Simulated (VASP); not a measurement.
A run of VASP 6.6.1:

Contents of INCAR:

```
  PREC = Accurate
  ENCUT = 520
  EDIFF = 1E-6
  ISMEAR = 0
  SIGMA = 0.02
  LREAL = False
  LASPH = True
  NELM = 100
  ALGO = Normal
  ISIF = 2
  LWAVE = False
  LCHARG = True
  GGA = PS
  LELF = True
  LVHAR = True
  NBANDS = 24
```

File KPOINTS:

```
regular mesh
0
Gamma
  6 6 6
```

File POSCAR:

```
Cs2IBr
1.0
    2.6143336066      1.5093862115      8.6045375942
   -2.6143336066      1.5093862115      8.6045375942
    0.0000000000     -3.0187724231      8.6045375942
Cs I Br
2 1 1
Direct
    0.2444647917      0.2444647917      0.2444647917
    0.7555352083      0.7555352083      0.7555352083
    0.0000000000      0.0000000000      0.0000000000
    0.5000000000      0.5000000000      0.5000000000
```

Potentials or basis: VASP PAW PBE potentials, release 64 (Cs_sv, I, Br).

Launch:

```sh
$ cat potpaw_PBE.64/Cs_sv/POTCAR potpaw_PBE.64/I/POTCAR potpaw_PBE.64/Br/POTCAR > POTCAR
$ mpirun -np 1 vasp_std > vasp.out
```

Hardware: 1 thread of Intel(R) Xeon(R) 6975P-C (Granite Rapids), on a shared host.

Problem. Estimate the wall time of this run.

Solution. Run time: 4.3 min on 1 thread of Intel(R) Xeon(R) 6975P-C (Granite Rapids), on a shared host, peak memory 0.73 GiB. Counts: scf iterations 15, k points 32.
